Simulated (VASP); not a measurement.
MgO: single point with r2SCAN

MgO:

```xyz
4
Lattice="2.1653 2.1653 0.0000 -2.1653 2.1653 0.0000 0.0000 0.0000 4.1333" Properties=species:S:1:pos:R:3 pbc="T T T"
Mg    0.0000    0.0000    0.0000
Mg    0.0000    2.1653    2.0667
O     0.0000    2.1653    0.0000
O     0.0000    0.0000    2.0667
```

This cell differs from its parent crystal: biaxial strain in the a-b plane: +3.0 %, then relaxed in part.

```yaml
Program: VASP 6.6.1
Task: single point
Functional: r2SCAN
Potentials_or_basis: VASP PAW PBE potentials, release 64 (Mg, O)
Cutoff: 520 eV
k_mesh: 8 × 8 × 6
Occupations: gaussian, width 0.02 eV
Spin: no spin polarisation
```

```json
{"Pressure": "-6.9 GPa", "Band gap on the k mesh": "5.19 eV"}
```

Stress tensor (GPa, compression positive):
```
-9.70  0.00  0.00
 0.00 -9.70  0.00
 0.00  0.00 -1.16
```

Levels at points of the mesh, in eV from the valence-band top:
```csv
k point,band 4,band 5,band 6,band 7,band 8,band 9,band 10,band 11,band 12,band 13
"(0.00, 0.00, 0.00)",-1.49,-1.49,-0.12,0.00,0.00,5.19,9.62,10.62,14.27,16.45
"(0.50, 0.00, 0.00)",-3.29,-1.97,-1.97,-0.72,-0.72,10.00,10.00,12.84,12.84,14.68
"(0.50, 0.50, 0.00)",-4.04,-1.44,-1.44,-1.15,-1.15,10.13,10.13,10.64,10.64,13.64
"(0.00, 0.00, 0.50)",-2.61,-0.81,-0.81,-0.81,-0.81,8.58,8.58,11.82,11.82,16.91
"(0.50, 0.00, 0.50)",-4.49,-0.72,-0.72,-0.63,-0.63,8.51,8.51,13.32,13.32,16.49
"(0.50, 0.50, 0.50)",-2.84,-2.84,-2.84,-1.90,-1.90,12.41,12.41,12.41,12.41,12.91
```

Run time: 54 s on 1 thread of Intel(R) Xeon(R) Platinum 8488C (Sapphire Rapids) (shared host), peak memory 0.17 GiB.

Caveat: the cell differs from its parent crystal (biaxial strain in the a-b plane: +3.0 %, then relaxed in part); the PAW data sets were made with another functional, which shifts forces and pressure a little.
